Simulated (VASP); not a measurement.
Sn32HO31 (a cell with a defect): single point with PBE

The system is Sn32HO31 (a cell with a defect).

```
Sn H O
1.0
    -7.59720   -7.59720    0.00000
     7.59720   -7.59720    0.00000
     0.00000    7.59720    9.68160
Sn H O
32 1 31
Direct
  0.93281 0.18449 0.62434
  0.93242 0.20073 0.13302
  0.69213 0.43987 0.62451
  0.93834 0.68672 0.12342
  0.43350 0.19161 0.62524
  0.68052 0.44266 0.12354
  0.93370 0.68451 0.61867
  0.43679 0.18551 0.12313
  0.68662 0.93749 0.12308
  0.19226 0.43347 0.62518
  0.44343 0.68074 0.12351
  0.68504 0.93391 0.61855
  0.18539 0.43686 0.12334
  0.43931 0.69148 0.62407
  0.20147 0.93262 0.13357
  0.18490 0.93255 0.62414
  0.81955 0.31251 0.37986
  0.56089 0.06728 0.38001
  0.81004 0.31369 0.87851
  0.56511 0.06817 0.87841
  0.81089 0.81058 0.87526
  0.31987 0.31899 0.38007
  0.56536 0.56456 0.87476
  0.81350 0.81296 0.37417
  0.06082 0.06085 0.38004
  0.30972 0.31016 0.87471
  0.56090 0.56094 0.37421
  0.06474 0.06491 0.87519
  0.31350 0.81016 0.87846
  0.06882 0.56528 0.87860
  0.31301 0.81899 0.37973
  0.06680 0.56057 0.37977
  0.96964 0.97019 0.93963
  0.00074 0.00045 0.51112
  0.00902 0.50003 0.50916
  0.49596 0.99578 0.99181
  0.74813 0.24773 0.49566
  0.99592 0.49603 0.99161
  0.50028 0.00890 0.50895
  0.75272 0.26174 0.01465
  0.51079 0.51061 0.51136
  0.75662 0.75602 0.00513
  0.24428 0.24381 0.48787
  0.49344 0.49318 0.98659
  0.74439 0.74426 0.48873
  0.24906 0.24930 0.00526
  0.26259 0.75322 0.01499
  0.24761 0.74752 0.49520
  0.75814 0.00533 0.00148
  0.00254 0.24861 0.50658
  0.74340 0.99783 0.49408
  0.99538 0.24304 0.00040
  0.75093 0.49599 0.49402
  0.00572 0.75805 0.00078
  0.24351 0.99635 0.00163
  0.50483 0.25792 0.50676
  0.75023 0.50409 0.00245
  0.99869 0.74374 0.49547
  0.24823 0.00145 0.50530
  0.49729 0.25129 0.00060
  0.25723 0.50354 0.50504
  0.50372 0.74902 0.00055
  0.25237 0.49844 0.00224
  0.49677 0.75143 0.49525
```

| Quantity | Value |
| --- | --- |
| Program | VASP 6.6.1 |
| Task | single point |
| Functional | PBE |
| Potentials or basis | VASP PAW PBE potentials, release 64 (Sn_d, H, O) |
| Cutoff | 520 eV |
| k mesh | 1 × 1 × 1 |
| Occupations | gaussian, width 0.05 eV |
| Spin | collinear spin, zero start |
| Dipole correction | no |
| Further INCAR settings | LREAL = Auto; ALGO = Normal; EDIFF = 1e-06; NBANDS = 360 |

| Item | Value |
| --- | --- |
| Pressure | 2.0 GPa |
| Largest force | 0.089 eV/Å |
| Net moment | 0.00 μB per cell |
| Valence electrons inside the program's atomic spheres | Sn 12.11, 12.12, 12.09, 12.10, 12.13 (each value once); H 0.53; O 5.01, 5.00, 4.99, 4.98 (each value once) |

Forces in eV/Å, atoms in the order of the input:
```
Sn   0.010 -0.001  0.063
Sn  -0.052 -0.004  0.072
Sn  -0.009  0.010  0.064
Sn  -0.002 -0.004  0.059
Sn   0.008  0.004  0.068
Sn   0.011 -0.004  0.059
Sn   0.005  0.006  0.087
Sn  -0.007  0.011  0.062
Sn   0.006 -0.016  0.067
Sn  -0.005 -0.001  0.076
Sn  -0.020  0.000  0.064
Sn  -0.006 -0.003  0.085
Sn   0.002  0.016  0.060
Sn   0.009  0.002  0.078
Sn   0.061 -0.003  0.063
Sn  -0.011 -0.004  0.069
Sn  -0.002  0.000 -0.069
Sn   0.002  0.009 -0.082
Sn  -0.001  0.014 -0.065
Sn  -0.008 -0.016 -0.067
Sn   0.001 -0.011 -0.052
Sn   0.004  0.004 -0.067
Sn  -0.009 -0.014 -0.072
Sn   0.005 -0.010 -0.079
Sn   0.000  0.001 -0.064
Sn  -0.001  0.018 -0.077
Sn   0.000  0.010 -0.088
Sn  -0.003  0.007 -0.046
Sn   0.004  0.011 -0.065
Sn   0.009 -0.015 -0.063
Sn   0.008 -0.003 -0.067
Sn  -0.004 -0.001 -0.072
H   -0.005 -0.003 -0.016
O    0.004 -0.010  0.010
O    0.005  0.001  0.008
O   -0.001  0.001  0.003
O    0.002 -0.001 -0.017
O   -0.002 -0.001  0.004
O   -0.009  0.003  0.012
O   -0.013 -0.003  0.002
O   -0.002  0.005  0.008
O    0.001 -0.018  0.006
O    0.001 -0.005 -0.021
O   -0.001 -0.003 -0.012
O   -0.004 -0.002 -0.002
O    0.001  0.021  0.001
O    0.011  0.006  0.000
O    0.000  0.001 -0.020
O   -0.002  0.033  0.008
O    0.006 -0.002  0.003
O   -0.003 -0.008  0.009
O   -0.002 -0.030  0.008
O   -0.001  0.001  0.003
O    0.004  0.030  0.000
O    0.005 -0.029  0.002
O   -0.003  0.001 -0.001
O   -0.005  0.001 -0.002
O    0.003  0.000  0.003
O   -0.006 -0.002 -0.001
O   -0.001 -0.003 -0.002
O    0.004  0.004  0.000
O    0.005 -0.001  0.000
O    0.002  0.002  0.000
O    0.000  0.002  0.007
```

Stress tensor (GPa, compression positive):
```
2.74 0.00 0.00
0.00 2.59 0.00
0.00 0.00 0.61
```

Levels at points of the mesh, in eV from the Fermi level:
Spin up:
| k point | band 314 | band 315 | band 316 | band 317 | band 318 | band 319 | band 320 | band 321 |
| --- | --- | --- | --- | --- | --- | --- | --- | --- |
| (0.00, 0.00, 0.00) | -1.09 | -1.08 | -1.07 | -0.15 | 0.00 | 0.42 | 1.25 | 1.72 |
Spin down:
```csv
k point,band 316,band 317,band 318,band 319,band 320,band 321
"(0.00, 0.00, 0.00)",-1.07,-0.15,0.00,0.42,1.25,1.72
```

Wall time 24 min on 1 thread of Intel(R) Xeon(R) 6975P-C (Granite Rapids) (shared host), peak memory 1.7 GiB.

Caveat: the k points lie up to 0.67 Å⁻¹ apart; no moment was typed at the start, so none could form; spin-orbit coupling is left out, which moves the levels of the heavy elements.
